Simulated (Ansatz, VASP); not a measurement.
Two plane-wave programs on Li6Be2Nb

```
CELL_PARAMETERS angstrom
0.00000 4.19039 4.19039
4.19039 0.00000 4.19039
4.19039 4.19039 0.00000
ATOMIC_POSITIONS crystal
Li 0.70972 0.29028 0.29028
Li 0.29028 0.70972 0.29028
Li 0.29028 0.70972 0.70972
Li 0.70972 0.29028 0.70972
Li 0.29028 0.29028 0.70972
Li 0.70972 0.70972 0.29028
Be 0.25000 0.25000 0.25000
Be 0.75000 0.75000 0.75000
Nb 0.00000 0.00000 0.00000
```

Change from the starting cell: species swapped into the Rb2PdI6 type (Fm-3m, No. 225).

Alike in both runs: task relaxation of cell and atoms; functional PBE; k mesh 8 × 8 × 8; occupations gaussian, width 0.1 eV; no spin polarisation.

```csv
,VASP,Ansatz
version,VASP 6.6.1,Ansatz 0.2.0
potentials or method,"VASP PAW PBE potentials, release 64 (Li_sv, Be, Nb_sv), cutoff 600 eV","scalar-relativistic, plane waves, PAW"
valence electrons in the cell,35,35
```

```csv
,VASP,Ansatz,Ansatz less VASP
"gap on the k mesh at the Fermi level, each at its own relaxed structure (eV)",none,none,-
relaxed volume (Å³/atom),16.41,16.46,+0.042
relaxed cell length with the largest relative difference (Å),5.934,5.939,+0.0050
```

A gap of «none» marks a metal or a gap that the smearing closes.

Noted on VASP's run: the cutoff is short for stress, so the pressure is rough.
